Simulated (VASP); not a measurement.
# ZnAu (Pm-3m) in VASP: a series of runs

Runs on ZnAu. Level: PBE. Tasks: single point.

Program: VASP 6.6.1. These are calculated values, not measurements. Logs are shortened: lines on timing, memory, paths and dates and some standing lists are left out, and cuts for length are marked.

## Step 1: The cell of the first run

Symmetry: Pm-3m, No. 221, cubic system. The conventional cell has a = 3.219 Å, b = 3.219 Å, c = 3.219 Å, α = 90.00°, β = 90.00°, γ = 90.00°. Within 3.7 Å of Zn (site symmetry m-3m) lie 8 Au at 2.79 Å and 6 Zn at 3.22 Å. Au (site symmetry m-3m) has 8 Zn at 2.79 Å and 6 Au at 3.22 Å within 3.7 Å.

## Step 2: Single point, PBE (strained)

The input, INCAR:

```
PREC     = Accurate       # precision mode
ENCUT    = 520            # plane-wave cutoff, eV
EDIFF    = 1E-6           # SCF threshold, eV
ISMEAR   = 0              # smearing method
SIGMA    = 0.1            # smearing width, eV
LREAL    = F              # projectors in reciprocal space
LASPH    = T              # aspherical terms in the spheres
NELM     = 100            # most SCF steps
ALGO     = Normal         # electronic algorithm
ISIF     = 2              # what is computed and relaxed
LWAVE    = F              # write WAVECAR
LCHARG   = F              # write CHGCAR
GGA      = PE             # functional
NBANDS   = 18             # bands
```

The input, KPOINTS:

```
Automatic mesh
0
Gamma
  14 14 14
```

The input, POSCAR:

```
ZnAu
1.0
    3.2191292400      0.0000000000      0.0000000000
    0.0000000000      3.2191292400      0.0000000000
    0.0000000000      0.0000000000      3.2191292400
Zn Au
1 1
Direct
    0.5000000000      0.5000000000      0.5000000000
    0.0000000000      0.0000000000      0.0000000000
```

Potentials or basis: VASP PAW PBE potentials, release 64 (Zn, Au).

Launch:

```
$ cat potpaw_PBE.64/Zn/POTCAR potpaw_PBE.64/Au/POTCAR > POTCAR
$ mpirun -np 1 vasp_std > vasp.out
```

OUTCAR:

```text
PREC = Accurate
   ENCUT = 520
   EDIFF = 1E-6
   ISMEAR = 0
   LREAL = F
   LASPH = T
   NELM = 100
   ISIF = 2
   GGA = PE

 ion  position               nearest neighbor table
   1  0.500  0.500  0.500-   2 2.79   2 2.79   2 2.79   2 2.79   2 2.79   2 2.79   2 2.79   2 2.79

   2  0.000  0.000  0.000-   1 2.79   1 2.79   1 2.79   1 2.79   1 2.79   1 2.79   1 2.79   1 2.79

  LATTYP: Found a simple cubic cell.
 ALAT       =     3.2191292400

  Lattice vectors:

 A1 = (   3.2191292400,   0.0000000000,   0.0000000000)
 A2 = (   0.0000000000,   3.2191292400,   0.0000000000)
 A3 = (   0.0000000000,   0.0000000000,   3.2191292400)

Analysis of symmetry for initial positions (statically):
=====================================================================
 Subroutine PRICEL returns:
 Original cell was already a primitive cell.

 Routine SETGRP: Setting up the symmetry group for a
 simple cubic supercell.

 Subroutine GETGRP returns: Found 48 space group operations
 (whereof 48 operations were pure point group operations)
 out of a pool of 48 trial point group operations.

The static configuration has the point symmetry O_h .

Analysis of symmetry for dynamics (positions and initial velocities):
=====================================================================
 Subroutine PRICEL returns:
 Original cell was already a primitive cell.

 Routine SETGRP: Setting up the symmetry group for a
 simple cubic supercell.

 Subroutine GETGRP returns: Found 48 space group operations
 (whereof 48 operations were pure point group operations)
 out of a pool of 48 trial point group operations.

The dynamic configuration has the point symmetry O_h .

 Subroutine INISYM returns: Found 48 space group operations
 (whereof 48 operations are pure point group operations),
 and found     1 'primitive' translations

----------------------------------------------------------------------------------------

                                     Primitive cell

  volume of cell :      33.3592

  direct lattice vectors                    reciprocal lattice vectors
     3.219129240  0.000000000  0.000000000     0.310643011  0.000000000  0.000000000
     0.000000000  3.219129240  0.000000000     0.000000000  0.310643011  0.000000000
     0.000000000  0.000000000  3.219129240     0.000000000  0.000000000  0.310643011

  length of vectors
     3.219129240  3.219129240  3.219129240     0.310643011  0.310643011  0.310643011

  position of ions in fractional coordinates (direct lattice)
     0.500000000  0.500000000  0.500000000
     0.000000000  0.000000000  0.000000000

  ion indices of the primitive-cell ions
   primitive index   ion index
                 1           1
                 2           2

----------------------------------------------------------------------------------------

 KPOINTS: Automatic mesh

Automatic generation of k-mesh.
 Grid dimensions read from file:
 generate k-points for:   14   14   14

 Generating k-lattice:

  Cartesian coordinates                     Fractional coordinates (reciprocal lattice)
     0.022188787  0.000000000  0.000000000     0.071428571  0.000000000  0.000000000
     0.000000000  0.022188787  0.000000000     0.000000000  0.071428571  0.000000000
     0.000000000  0.000000000  0.022188787     0.000000000  0.000000000  0.071428571

  Length of vectors
     0.022188787  0.022188787  0.022188787

  Shift w.r.t. Gamma in fractional coordinates (k-lattice)
     0.000000000  0.000000000  0.000000000

 Subroutine IBZKPT returns following result:
 ===========================================

 Found    120 irreducible k-points:

 Following reciprocal coordinates:
            Coordinates               Weight
  0.000000  0.000000  0.000000      1.000000
  0.071429  0.000000  0.000000      6.000000
  0.142857  0.000000  0.000000      6.000000
  0.214286  0.000000  0.000000      6.000000
  0.285714  0.000000  0.000000      6.000000
  0.357143  0.000000  0.000000      6.000000
[... 16 lines left out ...]
  0.285714  0.214286  0.000000     24.000000
  0.357143  0.214286  0.000000     24.000000
 [... further k-points ...]
   k-points           NKPTS =    120   k-points in BZ     NKDIM =    120   number of bands    NBANDS=     18
   number of dos      NEDOS =    301   number of ions     NIONS =      2
   total plane-waves  NPLWV =  13824
   dimension x,y,z NGX =    24 NGY =   24 NGZ =   24
   dimension x,y,z NGXF=    48 NGYF=   48 NGZF=   48
   ions per type =               1   1
   NGX,Y,Z   is equivalent  to a cutoff of  12.39, 12.39, 12.39 a.u.
   NGXF,Y,Z  is equivalent  to a cutoff of  24.79, 24.79, 24.79 a.u.
 SYSTEM =  unknown system
   PREC   = accura    normal or accurate (medium, high low for compatibility)
   ISTART =      0    job   : 0-new  1-cont  2-samecut
   ICHARG =      2    charge: 1-file 2-atom 10-const
   ISPIN  =      1    spin polarized calculation?
   LNONCOLLINEAR =      F non collinear calculations
   LSORBIT =      F    spin-orbit coupling
   LASPH  =      T    aspherical Exc in radial PAW
   ENCUT  =  520.0 eV  38.22 Ry    6.18 a.u.   5.99  5.99  5.99*2*pi/ulx,y,z
   NELM   =    100;   NELMIN=  2; NELMDL= -5     # of ELM steps
   EDIFF  = 0.1E-05   stopping-criterion for ELM
   LREAL  =      F    real-space projection
[... 7 lines left out ...]
   TEBEG  =    0.0;   TEEND  =   0.0 temperature during run
   PSTRESS=    0.0 pullay stress
   NELECT =      23.0000    total number of electrons
   NUPDOWN=      -1.0000    fix difference up-down
   EMIN   =  10.00;   EMAX   =-10.00  energy-range for DOS
   EFERMI =   0.00;   METHOD = LEGACY
   ISMEAR =     0;   SIGMA  =   0.10  broadening in eV -4-tet -1-fermi 0-gaus
   EFERMI_NEDOS =   21; number of points for ismear=-14 and -15
   IALGO  =     38    algorithm
   IMIX   =      4    mixing-type and parameters
     AMIX     =   0.40;   BMIX     =  1.00
     AMIX_MAG =   1.60;   BMIX_MAG =  1.00
  volume/ion in A,a.u.               =      16.68       112.56
  Fermi-wavevector in a.u.,A,eV,Ry     =   1.446258  2.733031 28.458782  2.091661
  Thomas-Fermi vector in A             =   2.564347
   LORBIT       =      0    0 simple, 1 ext, 2 COOP (PROOUT), +10 PAW based schemes
   GGA     = PE    functional components
   LHFCALC =     F    Hartree Fock is set to
   AEXX    =    0.0000 exact exchange contribution
   IVDW    =     0    specifies the selected vdW correction
   LEPSILON=     F    determine dielectric tensor
   LRPA    =     F    only Hartree local field effects (RPA)
 non-spin polarized calculation
 Gauss-broadening in eV      SIGMA  =   0.10
  energy-cutoff  :      520.00
  volume of cell :       33.36
 maximum number of plane-waves:       919
 NGX is ok and might be reduce to    24
   NGX = 11   NGY = 11   NGZ = 11

 number of electron      23.0000036 magnetization

 Free energy of the ion-electron system (eV)
  ---------------------------------------------------
  ext. energy  EPLUGINS =         0.00000000
  ---------------------------------------------------
  free energy    TOTEN  =        -4.73760598 eV

  energy without entropy =       -4.73418877  energy(sigma->0) =       -4.73589737

 E-fermi :   6.2674     XC(G=0): -11.9936

 val. band max:        6.2540215943   @ k =   0.3571   0.2857   0.0714
 cond. band min:       6.2953781926   @ k =   0.5000   0.4286   0.2857
 fundamental gap:      0.0413565983
 Fermi energy:         6.2674257620

 k-point     1 :       0.0000    0.0000    0.0000
  band No.  band energies     occupation
      1      -3.7149      2.00000
      2      -1.5374      2.00000
      3      -1.5374      2.00000
      4      -0.9911      2.00000
      5      -0.9911      2.00000
      6      -0.9911      2.00000
[... 10 lines left out ...]
     17      17.9440      0.00000
     18      24.3186      0.00000

 k-point     2 :       0.0714    0.0000    0.0000
  band No.  band energies     occupation
      1      -3.6289      2.00000
      2      -1.5219      2.00000
      3      -1.5153      2.00000
      4      -0.9924      2.00000
      5      -0.9924      2.00000
      6      -0.9851      2.00000
[... 10 lines left out ...]
     17      18.3540      0.00000
     18      24.2024      0.00000

 k-point     3 :       0.1429    0.0000    0.0000
  band No.  band energies     occupation
      1      -3.3746      2.00000
      2      -1.4777      2.00000
      3      -1.4537      2.00000
      4      -0.9959      2.00000
      5      -0.9959      2.00000
      6      -0.9682      2.00000
[... 10 lines left out ...]
     17      19.6061      0.00000
     18      23.8911      0.00000

 k-point     4 :       0.2143    0.0000    0.0000
  band No.  band energies     occupation
      1      -2.9635      2.00000
      2      -1.4114      2.00000
      3      -1.3652      2.00000
      4      -1.0002      2.00000
      5      -1.0002      2.00000
      6      -0.9435      2.00000
[... 10 lines left out ...]
     17      21.3706      0.00000
     18      22.7656      0.00000

 k-point     5 :       0.2857    0.0000    0.0000
  band No.  band energies     occupation
      1      -2.4198      2.00000
      2      -1.3340      2.00000
      3      -1.2653      2.00000
      4      -1.0039      2.00000
      5      -1.0039      2.00000
      6      -0.9156      2.00000
[... 10 lines left out ...]
     17      21.1133      0.00000
     18      21.3081      0.00000

 k-point     6 :       0.3571    0.0000    0.0000
  band No.  band energies     occupation
      1      -1.8006      2.00000
      2      -1.2603      2.00000
      3      -1.1593      2.00000
      4      -1.0062      2.00000
      5      -1.0062      2.00000
      6      -0.8901      2.00000
[... 10 lines left out ...]
     17      19.7243      0.00000
     18      19.8105      0.00000

 k-point     7 :       0.4286    0.0000    0.0000
  band No.  band energies     occupation
      1      -1.3188      2.00000
      2      -1.2068      2.00000
      3      -1.0070      2.00000
      4      -1.0070      2.00000
      5      -0.9570      2.00000
      6      -0.8722      2.00000
[... 10 lines left out ...]
     17      18.3518      0.00000
     18      18.3518      0.00000

 k-point     8 :       0.5000    0.0000    0.0000
  band No.  band energies     occupation
      1      -1.2199      2.00000
      2      -1.1871      2.00000
      3      -1.0072      2.00000
      4      -1.0072      2.00000
      5      -0.8658      2.00000
      6      -0.7219      2.00000
[... 10 lines left out ...]
     17      17.0123      0.00000
     18      17.1951      0.00000
[... 229 lines left out ...]
     17      19.5835      0.00000
     18      19.9012      0.00000

 k-point    20 :       0.4286    0.1429    0.0000
  band No.  band energies     occupation
      1      -1.3958      2.00000
      2      -1.2471      2.00000
      3      -1.1113      2.00000
      4      -1.0587      2.00000
      5      -0.9452      2.00000
      6      -0.4295      2.00000
[... 10 lines left out ...]
     17      18.5401      0.00000
     18      19.7920      0.00000

 k-point    21 :       0.5000    0.1429    0.0000
  band No.  band energies     occupation
      1      -1.2910      2.00000
      2      -1.2640      2.00000
      3      -1.1040      2.00000
      4      -1.0543      2.00000
      5      -0.9528      2.00000
      6      -0.1341      2.00000
[... 10 lines left out ...]
     17      17.5424      0.00000
     18      19.9986      0.00000

 k-point    22 :       0.2143    0.2143    0.0000
  band No.  band energies     occupation
      1      -2.3270      2.00000
      2      -1.3414      2.00000
      3      -1.2127      2.00000
      4      -1.0882      2.00000
      5      -0.9499      2.00000
      6      -0.9252      2.00000
[... 10 lines left out ...]
     17      21.3622      0.00000
     18      21.5340      0.00000

 k-point    23 :       0.2857    0.2143    0.0000
  band No.  band energies     occupation
      1      -1.9482      2.00000
      2      -1.3181      2.00000
      3      -1.1227      2.00000
      4      -1.1108      2.00000
      5      -0.9467      2.00000
      6      -0.8269      2.00000
[... 10 lines left out ...]
     17      21.0398      0.00000
     18      21.2021      0.00000

 k-point    24 :       0.3571    0.2143    0.0000
  band No.  band energies     occupation
      1      -1.6501      2.00000
      2      -1.3100      2.00000
      3      -1.1188      2.00000
      4      -1.0541      2.00000
      5      -0.9810      2.00000
      6      -0.5296      2.00000
[... 10 lines left out ...]
     17      19.9817      0.00000
     18      20.4842      0.00000

 [... further k-points ...]
[... 5 lines left out ...]
  --------------------------------------------------------------------------------------
  -------------------------------------------------------------------------------------
  Total       -0.6712983     -0.6712983     -0.6712983      0.0000000     -0.0000000      0.0000000
  in kB      -32.2411785    -32.2411785    -32.2411785      0.0000000     -0.0000000      0.0000000
  external PRESSURE =     -32.2411785 kB  Pullay stress =       0.0000000 kB

 VOLUME and BASIS-vectors are now :
 -----------------------------------------------------------------------------
  energy-cutoff  :      520.00
  volume of cell :       33.36
      direct lattice vectors                 reciprocal lattice vectors
     3.219129240  0.000000000  0.000000000     0.310643011  0.000000000  0.000000000
     0.000000000  3.219129240  0.000000000     0.000000000  0.310643011  0.000000000
     0.000000000  0.000000000  3.219129240     0.000000000  0.000000000  0.310643011

 POSITION                                       TOTAL-FORCE (eV/Angst)
 -----------------------------------------------------------------------------------
      1.60956      1.60956      1.60956         0.000000      0.000000      0.000000
      0.00000      0.00000      0.00000         0.000000      0.000000      0.000000
 -----------------------------------------------------------------------------------
    total drift:                                0.000000      0.000000     -0.000000

  FREE ENERGIE OF THE ION-ELECTRON SYSTEM (eV)
  ---------------------------------------------------
  free  energy   TOTEN  =        -4.7376059817 eV

  energy  without entropy=       -4.7341887677  energy(sigma->0) =       -4.73589737
```

Wall time 13 s (1 thread of Intel Xeon 6975P-C (Granite Rapids), shared host); peak memory 0.2 GiB.

What came out:

* Free energy: -4.7376 eV
* Pressure: -3.2 GPa
* Band gap on the k mesh: zero (an odd number of electrons rules out a gap without spin polarisation)

Levels at points of the mesh, in eV from the Fermi level:
```
           k point  band 10  band 11  band 12  band 13  band 14  band 15
(0.00, 0.00, 0.00)    -3.61    -3.61     4.92     4.92     4.92     8.04
(0.50, 0.00, 0.00)    -4.63    -3.73    -2.35    10.31    10.64    10.64
(0.50, 0.50, 0.00)    -3.08    -1.68    -1.68     0.63     2.12    10.05
(0.50, 0.50, 0.50)    -3.03     1.22     3.19     3.71     3.71     3.71
```

Caveat: the cell differs from its parent crystal (strained); the cell stands under tension; spin-orbit coupling is left out, which moves the levels of the heavy elements.

## Step 3: Single point, PBE (strained)

The input, INCAR:

```
SYSTEM = ZnAu
ALGO = Normal ; EDIFF = 1E-7
ENCUT = 520 ; GGA = PE
ISIF = 2 ; ISMEAR = 0
LASPH = .TRUE. ; LCHARG = .FALSE.
LREAL = .FALSE. ; LWAVE = .FALSE.
NBANDS = 18 ; NELM = 60
PREC = Accurate ; SIGMA = 0.1
```

The input, KPOINTS:

```
k-points
0
G
  14 14 14
  0 0 0
```

The input, POSCAR:

```
ZnAu
1.0
    3.2548162200      0.0000000000      0.0000000000
    0.0000000000      3.2548162200      0.0000000000
    0.0000000000      0.0000000000      3.2548162200
Zn Au
1 1
Direct
    0.5000000000      0.5000000000      0.5000000000
    0.0000000000      0.0000000000      0.0000000000
```

Potentials or basis: VASP PAW PBE potentials, release 64 (Zn, Au).

Launch:

```
$ cat potpaw_PBE.64/Zn/POTCAR potpaw_PBE.64/Au/POTCAR > POTCAR
$ mpirun -np 1 vasp_std > vasp.out
```

Run time: 17 s. Hardware: 1 thread of Intel Xeon 6975P-C (Granite Rapids), shared host; peak memory 0.2 GiB.

The run converged. Its results:

```yaml
Free_energy: -4.7052 eV
Pressure: -6.1 GPa
Band_gap_on_the_k_mesh: zero (an odd number of electrons rules out a gap without spin polarisation)
```

Levels at points of the mesh, in eV from the Fermi level:
```csv
k point,band 9,band 10,band 11,band 12,band 13,band 14,band 15,band 16
"(0.00, 0.00, 0.00)",-3.55,-3.55,-3.55,4.88,4.88,4.88,7.66,11.46
"(0.50, 0.00, 0.00)",-4.49,-4.49,-3.65,-2.33,10.25,10.38,10.38,10.56
"(0.50, 0.50, 0.00)",-3.87,-3.03,-1.55,-1.55,0.53,1.95,9.88,12.31
"(0.50, 0.50, 0.50)",-2.99,-2.99,1.13,3.02,3.68,3.68,3.68,5.44
```

Caveat: the cell differs from its parent crystal (strained); the cell stands under tension; spin-orbit coupling is left out, which moves the levels of the heavy elements.

(Continued in part 2 of 2.)

The gap in the log of VASP goes by the Fermi energy; the results here count the filled bands.